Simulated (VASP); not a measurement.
# In2TeS (P-6m2) in VASP: a series of runs

Runs on In2TeS. Level: PBE. Tasks: single point, relaxation of cell and atoms.

Everything below comes from runs of VASP 6.6.1. Logs are shortened: lines on timing, memory, paths and dates and some standing lists are left out, and cuts for length are marked.

## 1. The cell of the first run

The structure is hexagonal, space group P-6m2 (No. 187). Conventional cell: a = 3.953 Å, b = 3.953 Å, c = 8.314 Å, α = 90.00°, β = 90.00°, γ = 120.00°. Within 2.8 Å of In (site symmetry 3m) lie 1 S at 2.13 Å. Within 3.0 Å of Te (site symmetry -6m2) lie 3 S at 2.28 Å. Within 2.8 Å of S (site symmetry -6m2) lie 2 In at 2.13 Å and 3 Te at 2.28 Å.

## 2. Single point, PBE

Input file INCAR:

```
SYSTEM = In2TeS
PREC = Accurate
ENCUT = 520
EDIFF = 1E-7
ISMEAR = 0
SIGMA = 0.1
LREAL = .FALSE.
LASPH = .TRUE.
NELM = 60
ALGO = Normal
ISIF = 2
LWAVE = .FALSE.
LCHARG = .TRUE.
GGA = PE
LELF = .TRUE.
LVHAR = .TRUE.
NBANDS = 27
```

Input file KPOINTS:

```
Automatic mesh
0
G
  6 6 2
  0 0 0
```

Input file POSCAR:

```
In2TeS
1.0
    3.9525546900      0.0000000000      0.0000000000
   -1.9762773400      3.4230127700      0.0000000000
    0.0000000000      0.0000000000      8.3141527800
In Te S
2 1 1
Direct
    0.6666666700      0.3333333300      0.2560527100
    0.6666666700      0.3333333300      0.7439472900
    0.0000000000      0.0000000000      0.0000000000
    0.6666666700      0.3333333300      0.0000000000
```

Potentials or basis: VASP PAW PBE potentials, release 64 (In_d, Te, S).

Command:

```
cat potpaw_PBE.64/In_d/POTCAR potpaw_PBE.64/Te/POTCAR potpaw_PBE.64/S/POTCAR > POTCAR
mpirun -np 1 vasp_std > vasp.out
```

OUTCAR:

```text
SYSTEM = In2TeS
   PREC = Accurate
   ENCUT = 520
   EDIFF = 1E-7
   ISMEAR = 0
   LREAL = .FALSE.
   LASPH = .TRUE.
   NELM = 60
   ISIF = 2
   GGA = PE

 ion  position               nearest neighbor table
   1  0.667  0.333  0.256-   4 2.13   3 3.12   3 3.12   3 3.12
   2  0.667  0.333  0.744-   4 2.13   3 3.12   3 3.12   3 3.12
   3  0.000  0.000  0.000-   4 2.28   4 2.28   4 2.28   1 3.12   2 3.12   2 3.12   1 3.12   2 3.12
                             1 3.12
   4  0.667  0.333  0.000-   1 2.13   2 2.13   3 2.28   3 2.28   3 2.28

  LATTYP: Found a hexagonal cell.
 ALAT       =     3.9525546900
 C/A-ratio  =     2.1034883593

  Lattice vectors:

 A1 = (   3.9525546900,   0.0000000000,   0.0000000000)
 A2 = (  -1.9762773400,   3.4230127700,   0.0000000000)
 A3 = (   0.0000000000,   0.0000000000,   8.3141527800)

Analysis of symmetry for initial positions (statically):
=====================================================================
 Subroutine PRICEL returns:
 Original cell was already a primitive cell.

 Routine SETGRP: Setting up the symmetry group for a
 hexagonal supercell.

 Subroutine GETGRP returns: Found 12 space group operations
 (whereof 12 operations were pure point group operations)
 out of a pool of 24 trial point group operations.

The static configuration has the point symmetry D_3h.

Analysis of symmetry for dynamics (positions and initial velocities):
=====================================================================
 Subroutine PRICEL returns:
 Original cell was already a primitive cell.

 Routine SETGRP: Setting up the symmetry group for a
 hexagonal supercell.

 Subroutine GETGRP returns: Found 12 space group operations
 (whereof 12 operations were pure point group operations)
 out of a pool of 24 trial point group operations.

The dynamic configuration has the point symmetry D_3h.

 Subroutine INISYM returns: Found 12 space group operations
 (whereof 12 operations are pure point group operations),
 and found     1 'primitive' translations

----------------------------------------------------------------------------------------

                                     Primitive cell

  volume of cell :     112.4875

[... 77 lines left out ...]
   LSORBIT =      F    spin-orbit coupling
   LASPH  =      T    aspherical Exc in radial PAW
   ENCUT  =  520.0 eV  38.22 Ry    6.18 a.u.   7.35  7.35 15.46*2*pi/ulx,y,z
   NELM   =     60;   NELMIN=  2; NELMDL= -5     # of ELM steps
   EDIFF  = 0.1E-06   stopping-criterion for ELM
   LREAL  =      F    real-space projection
   EDIFFG = 0.1E-05   stopping-criterion for IOM
   NSW    =      0    number of steps for IOM
   IBRION =     -1    ionic relax: 0-MD 1-quasi-New 2-CG
   NFREE  =      0    steps in history (QN), initial steepest desc. (CG)
   ISIF   =      2    stress and relaxation
   ISYM   =      2    0-nonsym 1-usesym 2-fastsym
   POTIM  = 0.5000    time-step for ionic-motion
   TEBEG  =    0.0;   TEEND  =   0.0 temperature during run
   PSTRESS=    0.0 pullay stress
   NELECT =      38.0000    total number of electrons
   NUPDOWN=      -1.0000    fix difference up-down
   EMIN   =  10.00;   EMAX   =-10.00  energy-range for DOS
   EFERMI =   0.00;   METHOD = LEGACY
   ISMEAR =     0;   SIGMA  =   0.10  broadening in eV -4-tet -1-fermi 0-gaus
   EFERMI_NEDOS =   21; number of points for ismear=-14 and -15
   IALGO  =     38    algorithm
   IMIX   =      4    mixing-type and parameters
     AMIX     =   0.40;   BMIX     =  1.00
     AMIX_MAG =   1.60;   BMIX_MAG =  1.00
  volume/ion in A,a.u.               =      28.12       189.78
  Fermi-wavevector in a.u.,A,eV,Ry     =   1.140165  2.154600 17.687266  1.299977
  Thomas-Fermi vector in A             =   2.276868
   LORBIT       =      0    0 simple, 1 ext, 2 COOP (PROOUT), +10 PAW based schemes
   GGA     = PE    functional components
   LHFCALC =     F    Hartree Fock is set to
   AEXX    =    0.0000 exact exchange contribution
   IVDW    =     0    specifies the selected vdW correction
   LEPSILON=     F    determine dielectric tensor
   LRPA    =     F    only Hartree local field effects (RPA)
 non-spin polarized calculation
 Gauss-broadening in eV      SIGMA  =   0.10
  energy-cutoff  :      520.00
  volume of cell :      112.49
 maximum number of plane-waves:      3078
 NGX is ok and might be reduce to    30
   NGX = 15   NGY = 15   NGZ = 31

 number of electron      37.9999991 magnetization

 Free energy of the ion-electron system (eV)
  ---------------------------------------------------
  ext. energy  EPLUGINS =         0.00000000
  ---------------------------------------------------
  free energy    TOTEN  =        -4.01208321 eV

  energy without entropy =       -4.00324908  energy(sigma->0) =       -4.00766614

 E-fermi :   6.3020     XC(G=0):  -9.0441

 val. band max:        6.2039061980   @ k =   0.0000   0.0000   0.0000
 cond. band min:       6.4003794890   @ k =   0.3333   0.1667   0.5000
 fundamental gap:      0.1964732909
 Fermi energy:         6.3020439069

 k-point     1 :       0.0000    0.0000    0.0000
  band No.  band energies     occupation
      1     -13.1849      2.00000
      2      -9.1589      2.00000
      3      -8.5943      2.00000
      4      -8.5943      2.00000
      5      -8.5132      2.00000
      6      -8.5132      2.00000
[... 409 lines left out ...]
     26      12.1083      0.00000
     27      13.3925      0.00000

------------------------ aborting loop because EDIFF is reached ----------------------------------------

  FORCE on cell =-STRESS in cart. coord.  units (eV):
  Direction    XX          YY          ZZ          XY          YZ          ZX
  --------------------------------------------------------------------------------------
  -------------------------------------------------------------------------------------
  Total       18.8780093     18.8780093     36.6394046      0.0000000      0.0000000      0.0000000
  in kB      268.8823968    268.8823966    521.8606878      0.0000004      0.0000000      0.0000000
  external PRESSURE =     353.2084938 kB  Pullay stress =       0.0000000 kB

 VOLUME and BASIS-vectors are now :
 -----------------------------------------------------------------------------
  energy-cutoff  :      520.00
  volume of cell :      112.49
      direct lattice vectors                 reciprocal lattice vectors
     3.952554690  0.000000000  0.000000000     0.253000927  0.146070153  0.000000000
    -1.976277340  3.423012770  0.000000000     0.000000000  0.292140307  0.000000000
     0.000000000  0.000000000  8.314152780     0.000000000  0.000000000  0.120276837

 POSITION                                       TOTAL-FORCE (eV/Angst)
 -----------------------------------------------------------------------------------
      1.97628      1.14100      2.12886        -0.000000      0.000000      8.733207
      1.97628      1.14100      6.18529        -0.000000      0.000000     -8.733207
      0.00000      0.00000      0.00000        -0.000000     -0.000000      0.000000
      1.97628      1.14100      0.00000         0.000000     -0.000000      0.000000
 -----------------------------------------------------------------------------------
    total drift:                               -0.000033      0.000019      0.000000

  FREE ENERGIE OF THE ION-ELECTRON SYSTEM (eV)
  ---------------------------------------------------
  free  energy   TOTEN  =        -4.0120832115 eV

  energy  without entropy=       -4.0032490755  energy(sigma->0) =       -4.00766614
```

OSZICAR:

```text
N       E                     dE             d eps       ncg     rms          rms(c)
DAV:   1     0.353160621713E+03    0.35316E+03   -0.17329E+04   756   0.157E+03
DAV:   2     0.385566701901E+02   -0.31460E+03   -0.30458E+03   764   0.400E+02
DAV:   3    -0.212984802943E+01   -0.40687E+02   -0.39708E+02   969   0.149E+02
DAV:   4    -0.432936656290E+01   -0.21995E+01   -0.21834E+01   880   0.342E+01
DAV:   5    -0.443762132071E+01   -0.10825E+00   -0.10798E+00  1127   0.766E+00    0.310E+01
DAV:   6    -0.404457657567E+01    0.39304E+00   -0.81035E-01  1161   0.927E+00    0.174E+01
DAV:   7    -0.402436467473E+01    0.20212E-01   -0.64114E-01   886   0.376E+00    0.357E+00
DAV:   8    -0.401442860477E+01    0.99361E-02   -0.44305E-02   958   0.136E+00    0.112E+00
DAV:   9    -0.401198794915E+01    0.24407E-02   -0.23372E-02   838   0.722E-01    0.266E-01
DAV:  10    -0.401205773611E+01   -0.69787E-04   -0.15698E-03   880   0.257E-01    0.122E-01
DAV:  11    -0.401207518587E+01   -0.17450E-04   -0.13261E-04  1087   0.758E-02    0.625E-02
DAV:  12    -0.401208283824E+01   -0.76524E-05   -0.18246E-05   883   0.232E-02    0.221E-02
DAV:  13    -0.401208267971E+01    0.15853E-06   -0.75815E-06  1031   0.164E-02    0.875E-03
DAV:  14    -0.401208333201E+01   -0.65230E-06   -0.24528E-06   819   0.698E-03    0.780E-03
DAV:  15    -0.401208321630E+01    0.11571E-06   -0.16247E-07   614   0.400E-03    0.149E-03
DAV:  16    -0.401208321147E+01    0.48358E-08   -0.14118E-07   632   0.196E-03
   1 F= -.40120832E+01 E0= -.40076661E+01  d E =-.883414E-02
```

stdout:

```text
POSCAR found type information on POSCAR InTeS
 POSCAR found :  3 types and       4 ions
 scaLAPACK will be used
 LDA part: xc-table for (Slater+PW92), standard interpolation
 POSCAR, INCAR and KPOINTS ok, starting setup
 FFT: planning ... GRIDC
 FFT: planning ... GRID_SOFT
 FFT: planning ... GRID
 WAVECAR not read
 entering main loop
```

It took 63 s on 1 thread of Intel Xeon Platinum 8488C (Sapphire Rapids), shared host; peak memory 0.24 GiB.

What came out:

```
Free energy            : -4.0121 eV
Pressure               : 35.3 GPa
Largest force          : 8.733 eV/Å
Band gap on the k mesh : zero (band 19 reaches 6.56 eV, above the bottom of band 20 at 6.00 eV)
```

Forces on the atoms (eV/Å):
```
In   0.000  0.000  8.733
In   0.000  0.000 -8.733
Te   0.000  0.000  0.000
S    0.000  0.000  0.000
```

Stress tensor (GPa, compression positive):
```
26.89  0.00  0.00
 0.00 26.89  0.00
 0.00  0.00 52.19
```

Levels at points of the mesh, in eV from the Fermi level:
```
           k point  band 16  band 17  band 18  band 19  band 20  band 21  band 22  band 23
(0.00, 0.00, 0.00)    -5.37    -2.09    -1.25    -1.25    -0.10     1.15     3.25     3.25
(0.50, 0.00, 0.00)    -4.52    -3.29    -0.66    -0.34     1.75     1.83     2.61     3.10
(0.00, 0.00, 0.50)    -4.76    -3.45    -1.25    -1.25    -0.24     3.15     3.15     4.01
(0.50, 0.00, 0.50)    -4.53    -2.70    -1.65    -0.22     1.09     1.63     2.98     3.72
```

Caveat: the k points lie up to 0.38 Å⁻¹ apart; spin-orbit coupling is left out, which moves the levels of the heavy elements; forces of over 1 eV/Å act on the atoms, so gaps and moduli don't describe the material at rest.

(Part 1 of 2 ends here.)
